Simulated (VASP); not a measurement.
# Ir (Fd-3m) in VASP: notebook

The runs below take Ir through single point, with RPBE.

All numbers are computed with VASP 6.6.1; they aren't measurements. Logs are shortened: lines on timing, memory, paths and dates and some standing lists are left out, and cuts for length are marked.

## 1. The cell of the first run

Symmetry: Fd-3m, No. 227, cubic system. Conventional cell: a = 5.673 Å, b = 5.673 Å, c = 5.673 Å, α = 90.00°, β = 90.00°, γ = 90.00°. Within 3.2 Å of Ir (site symmetry -43m) lie 4 Ir at 2.46 Å.

## 2. Single point, RPBE (volume scaled by 1.04)

The input, INCAR:

```
SYSTEM = Ir
PREC = Accurate
ENCUT = 520
EDIFF = 1E-6
ISMEAR = -1
SIGMA = 0.1
LREAL = .False.
LASPH = .True.
NELM = 80
ALGO = Normal
ISIF = 2
LWAVE = .False.
LCHARG = .False.
GGA = RP
NBANDS = 16
```

The input, KPOINTS:

```
Automatic mesh
0
Gamma
  11 11 11
  0 0 0
```

The input, POSCAR:

```
Ir
1.0
    0.0000000000      2.8366279349      2.8366279349
    2.8366279349      0.0000000000      2.8366279349
    2.8366279349      2.8366279349      0.0000000000
Ir
2
Direct
    0.1250000000      0.1250000000      0.1250000000
    0.8750000000      0.8750000000      0.8750000000
```

Potentials or basis: VASP PAW PBE potentials, release 64 (Ir).

The run is started by

```console
cat potpaw_PBE.64/Ir/POTCAR > POTCAR
mpirun -np 1 vasp_std > vasp.out
```

OUTCAR:

```text
SYSTEM = Ir
   PREC = Accurate
   ENCUT = 520
   EDIFF = 1E-6
   ISMEAR = -1
   LREAL = .False.
   LASPH = .True.
   NELM = 80
   ISIF = 2
   GGA = RP

 ion  position               nearest neighbor table
   1  0.125  0.125  0.125-   2 2.46   2 2.46   2 2.46   2 2.46
   2  0.875  0.875  0.875-   1 2.46   1 2.46   1 2.46   1 2.46

  LATTYP: Found a face centered cubic cell.
 ALAT       =     5.6732558698

  Lattice vectors:

 A1 = (   0.0000000000,   2.8366279349,   2.8366279349)
 A2 = (   2.8366279349,   0.0000000000,   2.8366279349)
 A3 = (   2.8366279349,   2.8366279349,   0.0000000000)

Analysis of symmetry for initial positions (statically):
=====================================================================
 Subroutine PRICEL returns:
 Original cell was already a primitive cell.

 Routine SETGRP: Setting up the symmetry group for a
 face centered cubic supercell.

 Subroutine GETGRP returns: Found 48 space group operations
 (whereof 12 operations were pure point group operations)
 out of a pool of 48 trial point group operations.

The static configuration has the point symmetry D_3d.
 The point group associated with its full space group is O_h .

Analysis of symmetry for dynamics (positions and initial velocities):
=====================================================================
 Subroutine PRICEL returns:
 Original cell was already a primitive cell.

 Routine SETGRP: Setting up the symmetry group for a
 face centered cubic supercell.

 Subroutine GETGRP returns: Found 48 space group operations
 (whereof 12 operations were pure point group operations)
 out of a pool of 48 trial point group operations.

The dynamic configuration has the point symmetry D_3d.
 The point group associated with its full space group is O_h .

 Subroutine INISYM returns: Found 48 space group operations
 (whereof 12 operations are pure point group operations),
 and found     1 'primitive' translations

----------------------------------------------------------------------------------------

                                     Primitive cell

  volume of cell :      45.6496

  direct lattice vectors                    reciprocal lattice vectors
     0.000000000  2.836627935  2.836627935    -0.176265626  0.176265626  0.176265626
     2.836627935  0.000000000  2.836627935     0.176265626 -0.176265626  0.176265626
[... 78 lines left out ...]
   ICHARG =      2    charge: 1-file 2-atom 10-const
   ISPIN  =      1    spin polarized calculation?
   LNONCOLLINEAR =      F non collinear calculations
   LSORBIT =      F    spin-orbit coupling
   LASPH  =      T    aspherical Exc in radial PAW
   ENCUT  =  520.0 eV  38.22 Ry    6.18 a.u.   7.46  7.46  7.46*2*pi/ulx,y,z
   NELM   =     80;   NELMIN=  2; NELMDL= -5     # of ELM steps
   EDIFF  = 0.1E-05   stopping-criterion for ELM
   LREAL  =      F    real-space projection
   EDIFFG = 0.1E-04   stopping-criterion for IOM
   NSW    =      0    number of steps for IOM
   IBRION =     -1    ionic relax: 0-MD 1-quasi-New 2-CG
   NFREE  =      0    steps in history (QN), initial steepest desc. (CG)
   ISIF   =      2    stress and relaxation
   ISYM   =      2    0-nonsym 1-usesym 2-fastsym
   POTIM  = 0.5000    time-step for ionic-motion
   TEBEG  =    0.0;   TEEND  =   0.0 temperature during run
   PSTRESS=    0.0 pullay stress
   NELECT =      18.0000    total number of electrons
   NUPDOWN=      -1.0000    fix difference up-down
   EMIN   =  10.00;   EMAX   =-10.00  energy-range for DOS
   EFERMI =   0.00;   METHOD = LEGACY
   ISMEAR =    -1;   SIGMA  =   0.10  broadening in eV -4-tet -1-fermi 0-gaus
   EFERMI_NEDOS =   21; number of points for ismear=-14 and -15
   IALGO  =     38    algorithm
   IMIX   =      4    mixing-type and parameters
     AMIX     =   0.40;   BMIX     =  1.00
     AMIX_MAG =   1.60;   BMIX_MAG =  1.00
  volume/ion in A,a.u.               =      22.82       154.03
  Fermi-wavevector in a.u.,A,eV,Ry     =   1.200475  2.268570 19.607919  1.441141
  Thomas-Fermi vector in A             =   2.336310
   LORBIT       =      0    0 simple, 1 ext, 2 COOP (PROOUT), +10 PAW based schemes
   GGA     = RP    functional components
   LHFCALC =     F    Hartree Fock is set to
   AEXX    =    0.0000 exact exchange contribution
   IVDW    =     0    specifies the selected vdW correction
   LEPSILON=     F    determine dielectric tensor
   LRPA    =     F    only Hartree local field effects (RPA)
 non-spin polarized calculation
  energy-cutoff  :      520.00
  volume of cell :       45.65
 maximum number of plane-waves:      1245
 NGX is ok and might be reduce to    30
   NGX = 15   NGY = 15   NGZ = 15

 number of electron      18.0000000 magnetization

 Free energy of the ion-electron system (eV)
  ---------------------------------------------------
  ext. energy  EPLUGINS =         0.00000000
  ---------------------------------------------------
  free energy    TOTEN  =       -14.52875073 eV

  energy without entropy =      -14.44825738  energy(sigma->0) =      -14.48850406

 E-fermi :   4.6313     XC(G=0): -10.7555

 val. band max:        4.6142843800   @ k =  -0.1818   0.1818   0.0000
 cond. band min:       4.6410097531   @ k =  -0.2727   0.3636   0.0909
 fundamental gap:      0.0267253731
 Fermi energy:         4.6313388662

 k-point     1 :       0.0000    0.0000    0.0000
  band No.  band energies     occupation
      1      -2.8894      2.00000
      2      -0.0138      2.00000
      3      -0.0138      2.00000
      4       0.2924      2.00000
      5       0.2924      2.00000
      6       0.2924      2.00000
[... 433 lines left out ...]
      3       0.0373      2.00000
      4       0.0811      2.00000
      5       0.4896      2.00000
      6       1.1927      2.00000
[... 8 lines left out ...]
     15      15.1635      0.00000
     16      17.0215      0.00000

 [... further k-points ...]
[... 5 lines left out ...]
  --------------------------------------------------------------------------------------
  -------------------------------------------------------------------------------------
  Total       -1.8202430     -1.8202430     -1.8202430      0.0000000      0.0000000      0.0000000
  in kB      -63.8855780    -63.8855780    -63.8855780      0.0000000      0.0000000      0.0000000
  external PRESSURE =     -63.8855780 kB  Pullay stress =       0.0000000 kB

 VOLUME and BASIS-vectors are now :
 -----------------------------------------------------------------------------
  energy-cutoff  :      520.00
  volume of cell :       45.65
      direct lattice vectors                 reciprocal lattice vectors
     0.000000000  2.836627935  2.836627935    -0.176265626  0.176265626  0.176265626
     2.836627935  0.000000000  2.836627935     0.176265626 -0.176265626  0.176265626
     2.836627935  2.836627935  0.000000000     0.176265626  0.176265626 -0.176265626

 POSITION                                       TOTAL-FORCE (eV/Angst)
 -----------------------------------------------------------------------------------
      0.70916      0.70916      0.70916        -0.000000     -0.000000     -0.000000
      4.96410      4.96410      4.96410         0.000000      0.000000      0.000000
 -----------------------------------------------------------------------------------
    total drift:                               -0.000000      0.000000      0.000000

  FREE ENERGIE OF THE ION-ELECTRON SYSTEM (eV)
  ---------------------------------------------------
  free  energy   TOTEN  =       -14.5287507315 eV

  energy  without entropy=      -14.4482573819  energy(sigma->0) =      -14.48850406
```

Run time: 23 s. Hardware: 1 thread of Intel Xeon Platinum 8488C (Sapphire Rapids), shared host; peak memory 0.19 GiB.

What came out:

```
Free energy            : -14.5288 eV
Pressure               : -6.4 GPa
Band gap on the k mesh : zero (band 9 reaches 5.49 eV, above the bottom of band 10 at 4.20 eV)
```

Levels at points of the mesh, in eV from the Fermi level:
```csv
k point,band 6,band 7,band 8,band 9,band 10,band 11,band 12,band 13
"(0.00, 0.00, 0.00)",-4.34,-1.60,-1.60,-1.60,0.67,0.67,10.69,10.77
```

Caveat: the PAW data sets were made with another functional, which shifts forces and pressure a little; spin-orbit coupling is left out, which moves the levels of the heavy elements.

## 3. Single point, RPBE (volume scaled by 1.08)

The input, INCAR:

```
PREC = Accurate
ENCUT = 520
EDIFF = 1E-7
ISMEAR = -1
SIGMA = 0.1
LREAL = False
LASPH = True
NELM = 80
ALGO = Normal
ISIF = 2
LWAVE = False
LCHARG = False
GGA = RP
NBANDS = 16
```

The input, KPOINTS:

```
Automatic mesh
0
Gamma
  11 11 11
```

The input, POSCAR:

```
Ir
1.0
    0.0000000000      2.8725384298      2.8725384298
    2.8725384298      0.0000000000      2.8725384298
    2.8725384298      2.8725384298      0.0000000000
Ir
2
Direct
    0.1250000000      0.1250000000      0.1250000000
    0.8750000000      0.8750000000      0.8750000000
```

Potentials or basis: VASP PAW PBE potentials, release 64 (Ir).

The run is started by

```console
cat potpaw_PBE.64/Ir/POTCAR > POTCAR
mpirun -np 1 vasp_std > vasp.out
```

Run time: 23 s. Hardware: 1 thread of Intel Xeon Platinum 8488C (Sapphire Rapids), shared host; peak memory 0.19 GiB.

It converged, with:

- Free energy: -14.4328 eV
- Pressure: -11.0 GPa
- Band gap on the k mesh: zero (band 9 reaches 5.01 eV, above the bottom of band 10 at 3.80 eV)

Levels at points of the mesh, in eV from the Fermi level:
```csv
k point,band 6,band 7,band 8,band 9,band 10,band 11,band 12,band 13
"(0.00, 0.00, 0.00)",-4.15,-1.52,-1.52,-1.52,0.60,0.60,10.55,10.58
```

Caveat: the PAW data sets were made with another functional, which shifts forces and pressure a little; spin-orbit coupling is left out, which moves the levels of the heavy elements.

## 4. Single point, RPBE (volume scaled by 1.12)

The input, INCAR:

```
SYSTEM = Ir
PREC = Accurate
ENCUT = 520
EDIFF = 1E-6
ISMEAR = -1
SIGMA = 0.1
LREAL = .FALSE.
LASPH = .TRUE.
NELM = 80
ALGO = Normal
ISIF = 2
LWAVE = .FALSE.
LCHARG = .FALSE.
GGA = RP
NBANDS = 16
```

The input, KPOINTS:

```
regular mesh
0
G
  11 11 11
  0 0 0
```

The input, POSCAR:

```
Ir
1.0
    0.0000000000      2.9075728391      2.9075728391
    2.9075728391      0.0000000000      2.9075728391
    2.9075728391      2.9075728391      0.0000000000
Ir
2
Direct
    0.1250000000      0.1250000000      0.1250000000
    0.8750000000      0.8750000000      0.8750000000
```

The run is started by

```console
cat potpaw_PBE.64/Ir/POTCAR > POTCAR
mpirun -np 1 vasp_std > vasp.out
```

It took 16 s on 1 thread of Intel Xeon Platinum 8488C (Sapphire Rapids), shared host; peak memory 0.19 GiB.

Results (log left out):

* Free energy: -14.2919 eV
* Pressure: -14.6 GPa
* Band gap on the k mesh: zero (band 9 reaches 4.58 eV, above the bottom of band 10 at 3.43 eV)

Levels at points of the mesh, in eV from the Fermi level:
| k point | band 5 | band 6 | band 7 | band 8 | band 9 | band 10 | band 11 | band 12 | band 13 | band 14 |
| --- | --- | --- | --- | --- | --- | --- | --- | --- | --- | --- |
| (0.00, 0.00, 0.00) | -3.97 | -3.97 | -1.45 | -1.45 | -1.45 | 0.54 | 0.54 | 10.38 | 10.42 | 11.54 |

Caveat: the PAW data sets were made with another functional, which shifts forces and pressure a little; spin-orbit coupling is left out, which moves the levels of the heavy elements.

## 5. Overview

| cell | gap on the mesh (eV) | pressure (GPa) |
| --- | --- | --- |
| a = 4.012 Å, angles 60.0°, 2 atoms | none | -6.4 |
| a = 4.062 Å, angles 60.0°, 2 atoms | none | -11.0 |
| a = 4.112 Å, angles 60.0°, 2 atoms | none | -14.6 |

Alike in all rows: task single point; level RPBE; potentials or basis VASP PAW PBE potentials, release 64 (Ir); no spin polarisation; k mesh 11 × 11 × 11; cutoff (eV) 520; smearing fermi-dirac 0.1 eV.

Caveats: the PAW data sets were made with another functional, which shifts forces and pressure a little; spin-orbit coupling is left out, which moves the levels of the heavy elements.

Absolute energies hang on the potentials; compare differences alone.
